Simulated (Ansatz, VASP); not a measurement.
One calculation of BaTiO3, two programs

Contents of INCAR:

```
PREC     = Accurate       # precision mode
ENCUT    = 520            # plane-wave cutoff, eV
EDIFF    = 1E-6           # SCF threshold, eV
ISMEAR   = -1             # smearing method
SIGMA    = 0.08           # smearing width, eV
LREAL    = False          # projectors in reciprocal space
LASPH    = True           # aspherical terms in the spheres
NELM     = 60             # most SCF steps
ALGO     = Normal         # electronic algorithm
ISIF     = 2              # what is computed and relaxed
LWAVE    = False          # write WAVECAR
LCHARG   = False          # write CHGCAR
GGA      = PE             # functional
NBANDS   = 28             # bands
```

KPOINTS

```
regular mesh
0
Gamma
  7 7 7
```

Contents of POSCAR:

```
BaTiO3
1.0
    3.8798060000      0.0000000000      0.0000000000
    0.0000000000      3.8798060000      0.0000000000
    0.0000000000      0.0000000000      4.0180000000
Ba Ti O
1 1 3
Direct
    0.0000000000      0.0000000000      0.0000000000
    0.5000000000      0.5000000000      0.4820000000
    0.5000000000      0.5000000000      0.0160000000
    0.5000000000      0.0000000000      0.5150000000
    0.0000000000      0.5000000000      0.5150000000
```

Input for Ansatz:

```yaml
crystal:
  lattice:
    - [3.879806, 0.0, 0.0]
    - [0.0, 3.879806, 0.0]
    - [0.0, 0.0, 4.018]
  atoms:
    - { symbol: Ba, position: [0.0, 0.0, 0.0] }
    - { symbol: Ti, position: [0.5, 0.5, 0.482] }
    - { symbol: O, position: [0.5, 0.5, 0.016] }
    - { symbol: O, position: [0.5, 0.0, 0.515] }
    - { symbol: O, position: [0.0, 0.5, 0.515] }
kpoints:
  mp_grid: { grid: [7, 7, 7] }
  band_path:
    path:
      - [0.0, 0.0, 0.0]
      - [0.0, 0.5, 0.0]
      - [0.5, 0.5, 0.0]
      - [0.0, 0.0, 0.0]
      - [0.0, 0.0, 0.5]
      - [0.0, 0.5, 0.5]
      - [0.5, 0.5, 0.5]
      - [0.0, 0.0, 0.5]
      - [0.0, 0.5, 0.0]
    npoints: 5
scf:
  occupations: { method: fermi_dirac, width: 0.08 }
hamiltonian:
  xc: pbe
  pseudopotentials: { kind: all_electron, lapw: { basis_error: 0.001 } }
output:
  forces: true
  stress: true
  eigenvalues: true
```

Change from the starting cell: equal xx and yy strain of -3 %.

Alike in both runs: task single point; functional PBE; k mesh 7 × 7 × 7; occupations fermi-dirac, width 0.08 eV; no spin polarisation.

|  | VASP | Ansatz |
| --- | --- | --- |
| version | VASP 6.6.1 | Ansatz 0.2.0 |
| potentials or method | VASP PAW PBE potentials, release 64 (Ba_sv, Ti_sv, O), cutoff 520 eV | all-electron LAPW, scalar-relativistic |

```tsv
	VASP	Ansatz	Ansatz less VASP
pressure (GPa)	17.1	14.8	-2.26
traceless stress, the component that is largest in VASP (GPa)	-3.82	-3.73	+0.099
rms of the force components (eV/Å)	0.066	0.069	+0.0035
```

Atom by atom the forces differ by 0.016 eV/Å (rms over components). Ansatz ran all-electron here, and VASP with PAW potentials.

Neither program's run includes spin-orbit coupling.
